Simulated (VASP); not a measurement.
# CuSi16 (a cell with a defect) in VASP: relaxation of the atoms with LDA

Aim: the relaxation of the atoms of CuSi16 (a cell with a defect) with LDA.

Everything below comes from runs of VASP 6.6.1. Logs are shortened: lines on timing, memory, paths and dates and some standing lists are left out, and cuts for length are marked.

## Step 1: The cell of the first run

The cell holds a defect, 17 atoms: a = 7.679 Å, b = 7.679 Å, c = 7.679 Å, α = 60.00°, β = 60.00°, γ = 60.00°.

## Step 2: Relaxation of the atoms, LDA

File INCAR:

```
PREC = Accurate ; ENCUT = 520
EDIFF = 1E-6 ; ISMEAR = -1
SIGMA = 0.02 ; LREAL = Auto
LASPH = T ; NELM = 100
ALGO = Normal ; ISIF = 2
LWAVE = F ; LCHARG = F
IBRION = 2 ; NSW = 45
EDIFFG = -0.08 ; NELECT = 74.0
```

File KPOINTS:

```
Automatic mesh
0
Gamma
  2 2 2
```

File POSCAR:

```
CuSi16
1.0
    0.0000000000      5.4300000000      5.4300000000
    5.4300000000      0.0000000000      5.4300000000
    5.4300000000      5.4300000000      0.0000000000
Si Cu
16 1
Direct
    0.0000000000      0.0000000000      0.0000000000
    0.1250000000      0.1250000000      0.1250000000
    0.0000000000      0.0000000000      0.5000000000
    0.1250000000      0.1250000000      0.6250000000
    0.0000000000      0.5000000000      0.0000000000
    0.1250000000      0.6250000000      0.1250000000
    0.0000000000      0.5000000000      0.5000000000
    0.1250000000      0.6250000000      0.6250000000
    0.5000000000      0.0000000000      0.0000000000
    0.6250000000      0.1250000000      0.1250000000
    0.5000000000      0.0000000000      0.5000000000
    0.6250000000      0.1250000000      0.6250000000
    0.5000000000      0.5000000000      0.0000000000
    0.6250000000      0.6250000000      0.1250000000
    0.5000000000      0.5000000000      0.5000000000
    0.6250000000      0.6250000000      0.6250000000
    0.2462196000      0.2690003000      0.2414810000
```

Potentials or basis: VASP PAW LDA potentials, release 64 (Si, Cu).

The run is started by

```
cat potpaw_LDA.64/Si/POTCAR potpaw_LDA.64/Cu/POTCAR > POTCAR
mpirun -np 1 vasp_std > vasp.out
```

OUTCAR:

```text
PREC = Accurate
   ENCUT = 520
   EDIFF = 1E-6
   ISMEAR = -1
   LREAL = Auto
   LASPH = T
   NELM = 100
   ISIF = 2
   IBRION = 2
   NSW = 45
   EDIFFG = -0.08
   NELECT = 74.0

 ion  position               nearest neighbor table
   1  0.000  0.000  0.000-   2 2.35   4 2.35   6 2.35  10 2.35
   2  0.125  0.125  0.125-   1 2.35   3 2.35   5 2.35   9 2.35  17 2.40
   3  0.000  0.000  0.500-   2 2.35   4 2.35   8 2.35  12 2.35  17 2.80
   4  0.125  0.125  0.625-   1 2.35   3 2.35   7 2.35  11 2.35  17 2.41
   5  0.000  0.500  0.000-   2 2.35   6 2.35   8 2.35  14 2.35  17 2.65
   6  0.125  0.625  0.125-  17 2.23   5 2.35   7 2.35  13 2.35   1 2.35
   7  0.000  0.500  0.500-   4 2.35   6 2.35   8 2.35  16 2.35  17 2.66
   8  0.125  0.625  0.625-   3 2.35   5 2.35   7 2.35  15 2.35
   9  0.500  0.000  0.000-   2 2.35  10 2.35  12 2.35  14 2.35  17 2.77
  10  0.625  0.125  0.125-   1 2.35   9 2.35  11 2.35  13 2.35  17 2.38
  11  0.500  0.000  0.500-   4 2.35  10 2.35  12 2.35  16 2.35  17 2.78
  12  0.625  0.125  0.625-   3 2.35   9 2.35  11 2.35  15 2.35
  13  0.500  0.500  0.000-   6 2.35  10 2.35  14 2.35  16 2.35  17 2.63
  14  0.625  0.625  0.125-   5 2.35   9 2.35  13 2.35  15 2.35
  15  0.500  0.500  0.500-   8 2.35  12 2.35  14 2.35  16 2.35
  16  0.625  0.625  0.625-   7 2.35  11 2.35  13 2.35  15 2.35
  17  0.246  0.269  0.241-   6 2.23  10 2.38   2 2.40   4 2.41  13 2.63   5 2.65   7 2.66   9 2.77
                            11 2.78   3 2.80

  LATTYP: Found a face centered cubic cell.
 ALAT       =    10.8600000000

  Lattice vectors:

 A1 = (   0.0000000000,   5.4300000000,   5.4300000000)
 A2 = (   5.4300000000,   0.0000000000,   5.4300000000)
 A3 = (   5.4300000000,   5.4300000000,   0.0000000000)

Analysis of symmetry for initial positions (statically):
=====================================================================
 Subroutine PRICEL returns:
 Original cell was already a primitive cell.

 Routine SETGRP: Setting up the symmetry group for a
 face centered cubic supercell.

 Subroutine GETGRP returns: Found  1 space group operations
 (whereof  1 operations were pure point group operations)
 out of a pool of 48 trial point group operations.

The static configuration has the point symmetry C_1 .

Analysis of symmetry for dynamics (positions and initial velocities):
=====================================================================
 Subroutine PRICEL returns:
 Original cell was already a primitive cell.

 Routine SETGRP: Setting up the symmetry group for a
 face centered cubic supercell.

 Subroutine GETGRP returns: Found  1 space group operations
 (whereof  1 operations were pure point group operations)
 out of a pool of 48 trial point group operations.

The dynamic configuration has the point symmetry C_1 .

 Subroutine INISYM returns: Found  1 space group operations
 (whereof  1 operations are pure point group operations),
 and found     1 'primitive' translations

----------------------------------------------------------------------------------------

                                     Primitive cell

  volume of cell :     320.2060

  direct lattice vectors                    reciprocal lattice vectors
     0.000000000  5.430000000  5.430000000    -0.092081031  0.092081031  0.092081031
     5.430000000  0.000000000  5.430000000     0.092081031 -0.092081031  0.092081031
     5.430000000  5.430000000  0.000000000     0.092081031  0.092081031 -0.092081031

  length of vectors
     7.679179644  7.679179644  7.679179644     0.159489025  0.159489025  0.159489025

  position of ions in fractional coordinates (direct lattice)
     0.000000000  0.000000000  0.000000000
     0.125000000  0.125000000  0.125000000
     0.000000000  0.000000000  0.500000000
     0.125000000  0.125000000  0.625000000
     0.000000000  0.500000000  0.000000000
     0.125000000  0.625000000  0.125000000
[... 9 lines left out ...]
     0.625000000  0.625000000  0.625000000
     0.246219600  0.269000300  0.241481000

  ion indices of the primitive-cell ions
   primitive index   ion index
                 1           1
                 2           2
                 3           3
                 4           4
                 5           5
                 6           6
[... 9 lines left out ...]
                16          16
                17          17

----------------------------------------------------------------------------------------

 KPOINTS: Automatic mesh

Automatic generation of k-mesh.
 Grid dimensions read from file:
 generate k-points for:    2    2    2

 Generating k-lattice:

  Cartesian coordinates                     Fractional coordinates (reciprocal lattice)
    -0.046040516  0.046040516  0.046040516     0.500000000  0.000000000  0.000000000
     0.046040516 -0.046040516  0.046040516     0.000000000  0.500000000  0.000000000
     0.046040516  0.046040516 -0.046040516     0.000000000  0.000000000  0.500000000

  Length of vectors
     0.079744512  0.079744512  0.079744512

  Shift w.r.t. Gamma in fractional coordinates (k-lattice)
     0.000000000  0.000000000  0.000000000

 Subroutine IBZKPT returns following result:
 ===========================================

 Found      8 irreducible k-points:

 Following reciprocal coordinates:
            Coordinates               Weight
  0.000000  0.000000  0.000000      1.000000
  0.500000  0.000000  0.000000      1.000000
  0.000000  0.500000  0.000000      1.000000
  0.000000  0.000000  0.500000      1.000000
  0.500000  0.500000  0.500000      1.000000
  0.500000  0.500000  0.000000      1.000000
  0.000000  0.500000  0.500000      1.000000
  0.500000  0.000000  0.500000      1.000000
   k-points           NKPTS =      8   k-points in BZ     NKDIM =      8   number of bands    NBANDS=     46
   number of dos      NEDOS =    301   number of ions     NIONS =     17
   total plane-waves  NPLWV = 216000
   dimension x,y,z NGX =    60 NGY =   60 NGZ =   60
   dimension x,y,z NGXF=   120 NGYF=  120 NGZF=  120
   ions per type =              16   1
   NGX,Y,Z   is equivalent  to a cutoff of  12.99, 12.99, 12.99 a.u.
   NGXF,Y,Z  is equivalent  to a cutoff of  25.98, 25.98, 25.98 a.u.
 SYSTEM =  unknown system
   PREC   = accura    normal or accurate (medium, high low for compatibility)
   ISTART =      0    job   : 0-new  1-cont  2-samecut
   ICHARG =      2    charge: 1-file 2-atom 10-const
   ISPIN  =      1    spin polarized calculation?
   LNONCOLLINEAR =      F non collinear calculations
   LSORBIT =      F    spin-orbit coupling
   LASPH  =      T    aspherical Exc in radial PAW
   ENCUT  =  520.0 eV  38.22 Ry    6.18 a.u.  14.28 14.28 14.28*2*pi/ulx,y,z
   NELM   =    100;   NELMIN=  2; NELMDL= -5     # of ELM steps
   EDIFF  = 0.1E-05   stopping-criterion for ELM
   LREAL  =      T    real-space projection
   EDIFFG = -.8E-01   stopping-criterion for IOM
   NSW    =     45    number of steps for IOM
   IBRION =      2    ionic relax: 0-MD 1-quasi-New 2-CG
   NFREE  =      1    steps in history (QN), initial steepest desc. (CG)
   ISIF   =      2    stress and relaxation
   ISYM   =      2    0-nonsym 1-usesym 2-fastsym
   POTIM  = 0.5000    time-step for ionic-motion
   TEBEG  =    0.0;   TEEND  =   0.0 temperature during run
   PSTRESS=    0.0 pullay stress
   NELECT =      74.0000    total number of electrons
   NUPDOWN=      -1.0000    fix difference up-down
   EMIN   =  10.00;   EMAX   =-10.00  energy-range for DOS
   EFERMI =   0.00;   METHOD = LEGACY
   ISMEAR =    -1;   SIGMA  =   0.02  broadening in eV -4-tet -1-fermi 0-gaus
   EFERMI_NEDOS =   21; number of points for ismear=-14 and -15
   IALGO  =     38    algorithm
   IMIX   =      4    mixing-type and parameters
     AMIX     =   0.40;   BMIX     =  1.00
     AMIX_MAG =   1.60;   BMIX_MAG =  1.00
  volume/ion in A,a.u.               =      18.84       127.11
  Fermi-wavevector in a.u.,A,eV,Ry     =   1.004636  1.898488 13.732283  1.009294
  Thomas-Fermi vector in A             =   2.137265
   LORBIT       =      0    0 simple, 1 ext, 2 COOP (PROOUT), +10 PAW based schemes
   GGA     = CA    functional components
   LHFCALC =     F    Hartree Fock is set to
   AEXX    =    0.0000 exact exchange contribution
   IVDW    =     0    specifies the selected vdW correction
   LEPSILON=     F    determine dielectric tensor
   LRPA    =     F    only Hartree local field effects (RPA)
 conjugate gradient relaxation of ions
 non-spin polarized calculation
  energy-cutoff  :      520.00
  volume of cell :      320.21
 maximum number of plane-waves:      8646
 NGX is ok and might be reduce to    60
   NGX = 29   NGY = 29   NGZ = 29

--------------------------------------- Ionic step        1  -------------------------------------------

 number of electron      74.0000005 magnetization

 Free energy of the ion-electron system (eV)
  ---------------------------------------------------
  ext. energy  EPLUGINS =         0.00000000
  ---------------------------------------------------
  free energy    TOTEN  =      -103.72877638 eV

  energy without entropy =     -103.72000552  energy(sigma->0) =     -103.72439095

------------------------ aborting loop because EDIFF is reached ----------------------------------------

  FORCE on cell =-STRESS in cart. coord.  units (eV):
  Direction    XX          YY          ZZ          XY          YZ          ZX
  --------------------------------------------------------------------------------------
  -------------------------------------------------------------------------------------
  Total       -8.6455785     -8.6457617     -8.6454786     -0.6209687     -0.4759317      0.5294279
  in kB      -43.2588685    -43.2597850    -43.2583685     -3.1070684     -2.3813637      2.6490365
  external PRESSURE =     -43.2590073 kB  Pullay stress =       0.0000000 kB

 VOLUME and BASIS-vectors are now :
 -----------------------------------------------------------------------------
  energy-cutoff  :      520.00
  volume of cell :      320.21
      direct lattice vectors                 reciprocal lattice vectors
     0.000000000  5.430000000  5.430000000    -0.092081031  0.092081031  0.092081031
     5.430000000  0.000000000  5.430000000     0.092081031 -0.092081031  0.092081031
     5.430000000  5.430000000  0.000000000     0.092081031  0.092081031 -0.092081031
[... 273 lines left out ...]
      6.77435      6.78170      6.77342        -0.001703      0.036639     -0.003793
      2.74668      2.67537      2.76669        -0.008546      0.011367     -0.016323
 -----------------------------------------------------------------------------------
    total drift:                               -0.000168     -0.000485      0.000575

  FREE ENERGIE OF THE ION-ELECTRON SYSTEM (eV)
  ---------------------------------------------------
  free  energy   TOTEN  =      -103.8280037406 eV

  energy  without entropy=     -103.8239434894  energy(sigma->0) =     -103.82597361

--------------------------------------- Ionic step        7  -------------------------------------------

 number of electron      73.9999999 magnetization

 Free energy of the ion-electron system (eV)
  ---------------------------------------------------
  ext. energy  EPLUGINS =         0.00000000
  ---------------------------------------------------
  free energy    TOTEN  =      -103.82863507 eV

  energy without entropy =     -103.82543468  energy(sigma->0) =     -103.82703487

 E-fermi :   6.2463     XC(G=0):  -9.8117

 val. band max:        6.1892882422   @ k =   0.0000   0.0000   0.0000
 cond. band min:       6.2938170239   @ k =   0.0000   0.0000   0.0000
 fundamental gap:      0.1045287818
 Fermi energy:         6.2463465818

 k-point     1 :       0.0000    0.0000    0.0000
  band No.  band energies     occupation
      1      -5.9654      2.00000
      2      -3.5809      2.00000
      3      -3.5643      2.00000
      4      -3.5570      2.00000
      5      -3.5542      2.00000
      6      -2.1220      2.00000
[... 407 lines left out ...]
      8.14626      8.14320     10.83723        -0.025878      0.024516     -0.011363
      4.06989      4.08355      1.34467         0.025662      0.016011     -0.006003
      8.15447     10.83629      8.15426         0.018936      0.050174      0.009162
      4.10804      1.32302      4.10513         0.040838     -0.044825      0.052049
[... 9 lines left out ...]
      6.77300      6.78324      6.77193         0.014097      0.024881      0.012146
      2.74359      2.67872      2.76281         0.021143     -0.019305      0.016718
 -----------------------------------------------------------------------------------
    total drift:                               -0.002311      0.002360     -0.000371

  FREE ENERGIE OF THE ION-ELECTRON SYSTEM (eV)
  ---------------------------------------------------
  free  energy   TOTEN  =      -103.8286350682 eV

  energy  without entropy=     -103.8254346755  energy(sigma->0) =     -103.82703487

 reached required accuracy - stopping structural energy minimisation
```

Run time: 16 min. Hardware: 1 thread of Oxide Virtual Turin-like, shared host; peak memory 0.38 GiB.

Results:

```
Free energy                  : -103.8286 eV
Energy gained by relaxing    : 5.9 meV/atom
Ionic steps                  : 7
Largest force after relaxing : 0.080 eV/Å
```

Forces on the atoms (eV/Å):
```
Si   0.025 -0.027  0.026
Si  -0.020 -0.030 -0.008
Si  -0.026  0.025 -0.011
Si   0.026  0.016 -0.006
Si   0.019  0.050  0.009
Si   0.041 -0.045  0.052
Si  -0.046 -0.018  0.011
Si   0.012 -0.010 -0.023
Si   0.002  0.031 -0.032
Si  -0.023  0.019  0.038
Si  -0.030  0.003 -0.029
Si   0.009 -0.009  0.009
Si   0.016 -0.013 -0.058
Si  -0.026 -0.014  0.013
Si  -0.014  0.017 -0.021
Si   0.014  0.025  0.012
Cu   0.021 -0.019  0.017
```

The path:
| step | energy change (eV) | largest force (eV/Å) | pressure (GPa) |
| --- | --- | --- | --- |
| 1 | 0.0000 | 1.2328 | -4.33 |
| 2 | -0.0877 | 0.3371 | -4.68 |
| 3 | -0.0877 | 0.3368 | -4.68 |
| 4 | -0.0950 | 0.1117 | -4.69 |
| 5 | -0.0961 | 0.1238 | -4.69 |
| 6 | -0.0992 | 0.0946 | -4.70 |
| 7 | -0.0999 | 0.0799 | -4.68 |

Final structure:
```yaml
crystal:
  lattice:
    - [0.00000, 5.43000, 5.43000]
    - [5.43000, 0.00000, 5.43000]
    - [5.43000, 5.43000, 0.00000]
  atoms:
    - { symbol: Si, position: [0.99857, 0.00640, 0.99728] }
    - { symbol: Si, position: [0.12487, 0.12231, 0.12536] }
    - { symbol: Si, position: [0.99762, 0.99819, 0.50205] }
    - { symbol: Si, position: [0.12508, 0.12256, 0.62696] }
    - { symbol: Si, position: [0.99780, 0.50391, 0.99784] }
    - { symbol: Si, position: [0.12156, 0.63445, 0.12209] }
    - { symbol: Si, position: [0.99781, 0.50395, 0.50042] }
    - { symbol: Si, position: [0.12798, 0.62265, 0.62472] }
    - { symbol: Si, position: [0.50219, 0.99820, 0.99764] }
    - { symbol: Si, position: [0.62825, 0.12191, 0.12501] }
    - { symbol: Si, position: [0.50225, 0.99820, 0.50193] }
    - { symbol: Si, position: [0.62446, 0.12629, 0.62466] }
    - { symbol: Si, position: [0.50057, 0.50383, 0.99782] }
    - { symbol: Si, position: [0.62450, 0.62261, 0.12827] }
    - { symbol: Si, position: [0.49979, 0.50055, 0.49985] }
    - { symbol: Si, position: [0.62451, 0.62262, 0.62471] }
    - { symbol: Cu, position: [0.24843, 0.26038, 0.24489] }
```

Caveat: the k points lie up to 0.50 Å⁻¹ apart; the cell carries a net charge on a neutralising background, which shifts energy and pressure; the cell is charged against a uniform background, so pressure and absolute levels hang on convention; the relaxation stopped at a loose force limit of 0.08 eV/Å, so its end isn't a converged minimum.
